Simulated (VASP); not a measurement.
Crystal: Cr.

```
Cr
1.0
    -1.44195    1.44195    1.44195
     1.44195   -1.44195    1.44195
     1.44195    1.44195   -1.44195
Cr
1
Direct
  0.00000 0.00000 0.00000
```

Base run:

| Quantity | Value |
| --- | --- |
| Program | VASP 6.6.1 |
| Functional | PBE |
| Potentials or basis | VASP PAW PBE potentials, release 64 (Cr_pv) |
| Cutoff | 500 eV |
| k mesh | 13 × 13 × 13 |
| Occupations | fermi-dirac, width 0.1 eV |
| Spin | collinear spin, ferromagnetic start |
| Starting moments | [3.42] μB |
| Fixed moment | 3.6 μB |

Its results: pressure 67.9 GPa; site moments Cr +3.33 μB.

Problem. The run is repeated on the same cell with these changes: fixed moment from 3.6 μB to 2.4 μB; moments at the start from [3.42] to [2.31]. What comes out?

Solution. Pressure 29.8 GPa; site moments Cr +2.23 μB.

Caveats: the cell stands under pressure; the total moment is fixed, so each spin has its own Fermi level.
